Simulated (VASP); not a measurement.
ScB2Sb3: single point with PBE

Crystal: ScB2Sb3.

```
CELL_PARAMETERS angstrom
3.38091 0.00000 0.00000
0.00000 3.38091 0.00000
0.00000 0.00000 10.24939
ATOMIC_POSITIONS crystal
Sc 0.50000 0.50000 0.12627
B 0.00000 0.00000 0.96800
B 0.50000 0.50000 0.63863
Sb 0.00000 0.00000 0.59368
Sb 0.00000 0.00000 0.31143
Sb 0.50000 0.50000 0.86200
```

The cell was generated, and may not be a known phase.

* Program: VASP 6.6.1
* Task: single point
* Functional: PBE
* Potentials or basis: VASP PAW PBE potentials, release 64 (Sc_sv, B, Sb)
* Cutoff: 520 eV
* k mesh: 6 × 6 × 2
* Occupations: gaussian, width 0.1 eV
* Spin: no spin polarisation

```yaml
Pressure: 0.1 GPa
Largest_force: 0.032 eV/Å
Band_gap_on_the_k_mesh: zero (bands 16 and 17 overlap by 2.73 eV)
```

Forces in eV/Å, atoms in the order of the input:
```
Sc   0.000  0.000 -0.027
B    0.000  0.000  0.001
B    0.000  0.000 -0.023
Sb   0.000  0.000  0.020
Sb   0.000  0.000 -0.003
Sb   0.000  0.000  0.032
```

Stress tensor (GPa, compression positive):
```
0.13 0.00 0.00
0.00 0.13 0.00
0.00 0.00 0.03
```

Levels at points of the mesh, in eV from the Fermi level:
| k point | band 12 | band 13 | band 14 | band 15 | band 16 | band 17 | band 18 | band 19 | band 20 | band 21 |
| --- | --- | --- | --- | --- | --- | --- | --- | --- | --- | --- |
| (0.00, 0.00, 0.00) | -0.67 | -0.55 | -0.55 | -0.08 | 0.24 | 0.38 | 1.23 | 1.23 | 1.40 | 2.78 |
| (0.50, 0.00, 0.00) | -3.28 | -2.42 | -0.45 | 0.57 | 0.90 | 1.27 | 1.84 | 1.90 | 2.56 | 2.86 |
| (0.50, 0.50, 0.00) | -4.57 | -4.57 | -3.33 | -3.33 | -1.88 | -1.59 | -0.52 | 0.79 | 0.79 | 1.70 |
| (0.00, 0.00, 0.50) | -1.75 | -0.49 | -0.49 | -0.08 | 0.30 | 1.06 | 1.11 | 1.11 | 2.52 | 2.78 |
| (0.50, 0.00, 0.50) | -3.84 | -1.44 | -0.16 | 0.58 | 0.71 | 0.90 | 1.91 | 2.31 | 2.37 | 2.98 |
| (0.50, 0.50, 0.50) | -4.51 | -4.51 | -3.40 | -3.40 | -2.62 | -1.47 | 0.77 | 1.05 | 1.05 | 1.22 |

Run time: 120 s on 1 thread of Oxide Virtual Turin-like Processor, on a shared host, peak memory 0.24 GiB.

Caveat: spin-orbit coupling is left out, which moves the levels of the heavy elements.
